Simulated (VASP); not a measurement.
# ZnS (F-43m) in VASP: notebook

ZnS is run at these levels: BLYP+D3(BJ), BLYP+D4, PBE; tasks: single point.

All numbers are computed with VASP 6.6.1; they aren't measurements. Logs are shortened: lines on timing, memory, paths and dates and some standing lists are left out, and cuts for length are marked.

**The experiment to reproduce.**

From “Electronic, vibrational, and thermodynamic properties of ZnS (zincblende and rocksalt structure)”, 2009, arxiv:0911.5022, for a bulk crystal of ZnS at 19 K: band gap 3.85 eV (direct).

The results are compared with them further down.

**1. The cell of the first run**

The structure is cubic, space group F-43m (No. 216). Conventional cell: a = 5.384 Å, b = 5.384 Å, c = 5.384 Å, α = 90.00°, β = 90.00°, γ = 90.00°. Within 3.1 Å of Zn (site symmetry -43m) lie 4 S at 2.33 Å. S (site symmetry -43m) has 4 Zn at 2.33 Å within 3.1 Å.

**2. Single point, BLYP+D3(BJ)**

INCAR reads:

```
SYSTEM = ZnS
AGGAC = 1.0 ; AGGAX = 1.0
ALDAC = 0.0 ; ALDAX = 1.0
ALGO = Normal ; EDIFF = 1E-6
ENCUT = 520 ; GGA = B5
ISIF = 2 ; ISMEAR = -1
IVDW = 12 ; LASPH = .True.
LCHARG = .False. ; LREAL = .False.
LWAVE = .False. ; NBANDS = 16
NELM = 80 ; PREC = Accurate
SIGMA = 0.05 ; VDW_A1 = 0.4298
VDW_A2 = 4.2359 ; VDW_S6 = 1.0
VDW_S8 = 2.6996
```

KPOINTS reads:

```
k-points
0
Gamma
  9 9 9
  0 0 0
```

POSCAR reads:

```
ZnS
1.0
    0.0000000000      2.6920897773      2.6920897773
    2.6920897773      0.0000000000      2.6920897773
    2.6920897773      2.6920897773      0.0000000000
Zn S
1 1
Direct
    0.7500000000      0.7500000000      0.7500000000
    0.0000000000      0.0000000000      0.0000000000
```

Potentials or basis: VASP PAW PBE potentials, release 64 (Zn, S).

Command:

```sh
$ cat potpaw_PBE.64/Zn/POTCAR potpaw_PBE.64/S/POTCAR > POTCAR
$ mpirun -np 1 vasp_std > vasp.out
```

OUTCAR:

```text
SYSTEM = ZnS
   EDIFF = 1E-6
   ENCUT = 520
   GGA = B5
   ISIF = 2
   ISMEAR = -1
   IVDW = 12
   LASPH = .True.
   LREAL = .False.
   NELM = 80
   PREC = Accurate
 IVDW          = 12

 ion  position               nearest neighbor table
   1  0.750  0.750  0.750-   2 2.33   2 2.33   2 2.33   2 2.33
   2  0.000  0.000  0.000-   1 2.33   1 2.33   1 2.33   1 2.33

  LATTYP: Found a face centered cubic cell.
 ALAT       =     5.3841795546

  Lattice vectors:

 A1 = (   0.0000000000,   2.6920897773,   2.6920897773)
 A2 = (   2.6920897773,   0.0000000000,   2.6920897773)
 A3 = (   2.6920897773,   2.6920897773,   0.0000000000)

Analysis of symmetry for initial positions (statically):
=====================================================================
 Subroutine PRICEL returns:
 Original cell was already a primitive cell.

 Routine SETGRP: Setting up the symmetry group for a
 face centered cubic supercell.

 Subroutine GETGRP returns: Found 24 space group operations
 (whereof 24 operations were pure point group operations)
 out of a pool of 48 trial point group operations.

The static configuration has the point symmetry T_d .

Analysis of symmetry for dynamics (positions and initial velocities):
=====================================================================
 Subroutine PRICEL returns:
 Original cell was already a primitive cell.

 Routine SETGRP: Setting up the symmetry group for a
 face centered cubic supercell.

 Subroutine GETGRP returns: Found 24 space group operations
 (whereof 24 operations were pure point group operations)
 out of a pool of 48 trial point group operations.

The dynamic configuration has the point symmetry T_d .

 Subroutine INISYM returns: Found 24 space group operations
 (whereof 24 operations are pure point group operations),
 and found     1 'primitive' translations

----------------------------------------------------------------------------------------

                                     Primitive cell

  volume of cell :      39.0210

  direct lattice vectors                    reciprocal lattice vectors
     0.000000000  2.692089777  2.692089777    -0.185729319  0.185729319  0.185729319
     2.692089777  0.000000000  2.692089777     0.185729319 -0.185729319  0.185729319
     2.692089777  2.692089777  0.000000000     0.185729319  0.185729319 -0.185729319

  length of vectors
     3.807189874  3.807189874  3.807189874     0.321692616  0.321692616  0.321692616

  position of ions in fractional coordinates (direct lattice)
     0.750000000  0.750000000  0.750000000
     0.000000000  0.000000000  0.000000000

  ion indices of the primitive-cell ions
   primitive index   ion index
                 1           1
                 2           2

----------------------------------------------------------------------------------------

 KPOINTS: k-points

Automatic generation of k-mesh.
 Grid dimensions read from file:
 generate k-points for:    9    9    9

 Generating k-lattice:

  Cartesian coordinates                     Fractional coordinates (reciprocal lattice)
    -0.020636591  0.020636591  0.020636591     0.111111111  0.000000000  0.000000000
     0.020636591 -0.020636591  0.020636591     0.000000000  0.111111111  0.000000000
     0.020636591  0.020636591 -0.020636591     0.000000000  0.000000000  0.111111111

  Length of vectors
     0.035743624  0.035743624  0.035743624

  Shift w.r.t. Gamma in fractional coordinates (k-lattice)
     0.000000000  0.000000000  0.000000000

 Subroutine IBZKPT returns following result:
 ===========================================

 Found     35 irreducible k-points:

 Following reciprocal coordinates:
            Coordinates               Weight
  0.000000  0.000000  0.000000      1.000000
  0.111111  0.000000  0.000000      8.000000
  0.222222  0.000000  0.000000      8.000000
  0.333333  0.000000  0.000000      8.000000
  0.444444  0.000000  0.000000      8.000000
  0.111111  0.111111  0.000000      6.000000
[... 16 lines left out ...]
 -0.333333  0.333333  0.000000     12.000000
  0.444444  0.444444  0.000000      6.000000
 [... further k-points ...]
   k-points           NKPTS =     35   k-points in BZ     NKDIM =     35   number of bands    NBANDS=     16
   number of dos      NEDOS =    301   number of ions     NIONS =      2
   total plane-waves  NPLWV =  21952
   dimension x,y,z NGX =    28 NGY =   28 NGZ =   28
   dimension x,y,z NGXF=    56 NGYF=   56 NGZF=   56
   ions per type =               1   1
   NGX,Y,Z   is equivalent  to a cutoff of  12.23, 12.23, 12.23 a.u.
   NGXF,Y,Z  is equivalent  to a cutoff of  24.45, 24.45, 24.45 a.u.
 SYSTEM =  ZnS
   PREC   = accura    normal or accurate (medium, high low for compatibility)
   ISTART =      0    job   : 0-new  1-cont  2-samecut
   ICHARG =      2    charge: 1-file 2-atom 10-const
   ISPIN  =      1    spin polarized calculation?
   LNONCOLLINEAR =      F non collinear calculations
   LSORBIT =      F    spin-orbit coupling
   LASPH  =      T    aspherical Exc in radial PAW
   ENCUT  =  520.0 eV  38.22 Ry    6.18 a.u.   7.08  7.08  7.08*2*pi/ulx,y,z
   NELM   =     80;   NELMIN=  2; NELMDL= -5     # of ELM steps
   EDIFF  = 0.1E-05   stopping-criterion for ELM
   LREAL  =      F    real-space projection
   EDIFFG = 0.1E-04   stopping-criterion for IOM
   NSW    =      0    number of steps for IOM
   IBRION =     -1    ionic relax: 0-MD 1-quasi-New 2-CG
   NFREE  =      0    steps in history (QN), initial steepest desc. (CG)
   ISIF   =      2    stress and relaxation
   ISYM   =      2    0-nonsym 1-usesym 2-fastsym
   POTIM  = 0.5000    time-step for ionic-motion
   TEBEG  =    0.0;   TEEND  =   0.0 temperature during run
   PSTRESS=    0.0 pullay stress
   NELECT =      18.0000    total number of electrons
   NUPDOWN=      -1.0000    fix difference up-down
   EMIN   =  10.00;   EMAX   =-10.00  energy-range for DOS
   EFERMI =   0.00;   METHOD = LEGACY
   ISMEAR =    -1;   SIGMA  =   0.05  broadening in eV -4-tet -1-fermi 0-gaus
   EFERMI_NEDOS =   21; number of points for ismear=-14 and -15
   IALGO  =     38    algorithm
   IMIX   =      4    mixing-type and parameters
     AMIX     =   0.40;   BMIX     =  1.00
     AMIX_MAG =   1.60;   BMIX_MAG =  1.00
  volume/ion in A,a.u.               =      19.51       131.66
  Fermi-wavevector in a.u.,A,eV,Ry     =   1.264929  2.390369 21.769937  1.600045
  Thomas-Fermi vector in A             =   2.398209
   LORBIT       =      0    0 simple, 1 ext, 2 COOP (PROOUT), +10 PAW based schemes
   GGA     = B5    functional components
   LHFCALC =     F    Hartree Fock is set to
   AEXX    =    0.0000 exact exchange contribution
   IVDW    =    12    specifies the selected vdW correction
   LEPSILON=     F    determine dielectric tensor
   LRPA    =     F    only Hartree local field effects (RPA)
 non-spin polarized calculation
  energy-cutoff  :      520.00
  volume of cell :       39.02
 maximum number of plane-waves:      1067
   NGX = 15   NGY = 15   NGZ = 15

 number of electron      18.0000007 magnetization

 Free energy of the ion-electron system (eV)
  ---------------------------------------------------
  ext. energy  EPLUGINS =         0.00000000
  ---------------------------------------------------
  free energy    TOTEN  =        -5.76464855 eV

  energy without entropy =       -5.76464855  energy(sigma->0) =       -5.76464855

 E-fermi :   3.6124     XC(G=0):  -9.1638

 val. band max:        2.5830706867   @ k =   0.0000   0.0000   0.0000
 cond. band min:       4.7605562248   @ k =   0.0000   0.0000   0.0000
 fundamental gap:      2.1774855381
 Fermi energy:         3.6123906926

 k-point     1 :       0.0000    0.0000    0.0000
  band No.  band energies     occupation
      1     -10.5968      2.00000
      2      -3.8925      2.00000
      3      -3.8925      2.00000
      4      -3.8925      2.00000
      5      -3.3974      2.00000
      6      -3.3974      2.00000
[... 8 lines left out ...]
     15      14.4695      0.00000
     16      14.6482      0.00000

 k-point     2 :       0.1111    0.0000    0.0000
  band No.  band energies     occupation
      1     -10.5034      2.00000
      2      -3.8900      2.00000
      3      -3.8756      2.00000
      4      -3.8756      2.00000
      5      -3.3988      2.00000
      6      -3.3988      2.00000
[... 8 lines left out ...]
     15      13.9693      0.00000
     16      15.3306      0.00000

 k-point     3 :       0.2222    0.0000    0.0000
  band No.  band energies     occupation
      1     -10.2515      2.00000
      2      -3.8550      2.00000
      3      -3.8358      2.00000
      4      -3.8358      2.00000
      5      -3.3976      2.00000
      6      -3.3976      2.00000
[... 8 lines left out ...]
     15      13.6261      0.00000
     16      15.2014      0.00000

 k-point     4 :       0.3333    0.0000    0.0000
  band No.  band energies     occupation
      1      -9.9321      2.00000
      2      -3.7981      2.00000
      3      -3.7981      2.00000
      4      -3.7088      2.00000
      5      -3.3854      2.00000
      6      -3.3854      2.00000
[... 8 lines left out ...]
     15      14.2996      0.00000
     16      14.6827      0.00000
[... 324 lines left out ...]
 k-point    22 :      -0.4444    0.3333    0.0000
  band No.  band energies     occupation
      1      -9.3990      2.00000
      2      -3.8078      2.00000
      3      -3.6115      2.00000
      4      -3.5278      2.00000
      5      -3.3531      2.00000
      6      -3.1013      2.00000
[... 8 lines left out ...]
     15      15.7269      0.00000
     16      17.9209      0.00000

 k-point    23 :      -0.3333    0.3333    0.0000
  band No.  band energies     occupation
      1      -9.4309      2.00000
      2      -3.7750      2.00000
      3      -3.6497      2.00000
      4      -3.4557      2.00000
      5      -3.3822      2.00000
      6      -3.1038      2.00000
[... 8 lines left out ...]
     15      14.4051      0.00000
     16      19.2844      0.00000

 k-point    24 :       0.4444    0.4444    0.0000
  band No.  band energies     occupation
      1      -9.3968      2.00000
      2      -3.8983      2.00000
      3      -3.5638      2.00000
      4      -3.5638      2.00000
      5      -3.3240      2.00000
      6      -3.2310      2.00000
[... 8 lines left out ...]
     15      16.3171      0.00000
     16      17.7257      0.00000

 [... further k-points ...]

------------------------ aborting loop because EDIFF is reached ----------------------------------------

 Edisp (eV)   -1.35071

 E8    (eV) :    -0.9447

  FORCE on cell =-STRESS in cart. coord.  units (eV):
  Direction    XX          YY          ZZ          XY          YZ          ZX
  --------------------------------------------------------------------------------------
  -------------------------------------------------------------------------------------
  Total       0.02526     0.02526     0.02526     0.00000     0.00000    -0.00000
  in kB       1.03720     1.03720     1.03720     0.00000     0.00000    -0.00000
  external pressure =        1.04 kB  Pullay stress =        0.00 kB

 VOLUME and BASIS-vectors are now :
 -----------------------------------------------------------------------------
  energy-cutoff  :      520.00
  volume of cell :       39.02
      direct lattice vectors                 reciprocal lattice vectors
     0.000000000  2.692089777  2.692089777    -0.185729319  0.185729319  0.185729319
     2.692089777  0.000000000  2.692089777     0.185729319 -0.185729319  0.185729319
     2.692089777  2.692089777  0.000000000     0.185729319  0.185729319 -0.185729319

 POSITION                                       TOTAL-FORCE (eV/Angst)
 -----------------------------------------------------------------------------------
      4.03813      4.03813      4.03813        -0.000000      0.000000      0.000000
      0.00000      0.00000      0.00000         0.000000     -0.000000     -0.000000
 -----------------------------------------------------------------------------------
    total drift:                                0.000000      0.000000      0.000000

  FREE ENERGIE OF THE ION-ELECTRON SYSTEM (eV)
  ---------------------------------------------------
  free  energy   TOTEN  =        -7.1153569032 eV

  energy  without entropy=       -7.1153569032  energy(sigma->0) =       -7.11535690
```

Run time: 29 s. Hardware: 1 thread of Intel Xeon Platinum 8259CL at 2.50GHz (Skylake/Cascade Lake), shared host; peak memory 0.17 GiB.

What came out:

```
Free energy                : -7.1154 eV
Pressure                   : 0.1 GPa
Band gap on the k mesh     : 2.18 eV, direct
Dispersion energy per atom : -0.675 eV
```

Caveat: the PAW data sets were made with another functional, which shifts forces and pressure a little.

(Continued in part 2 of 2.)
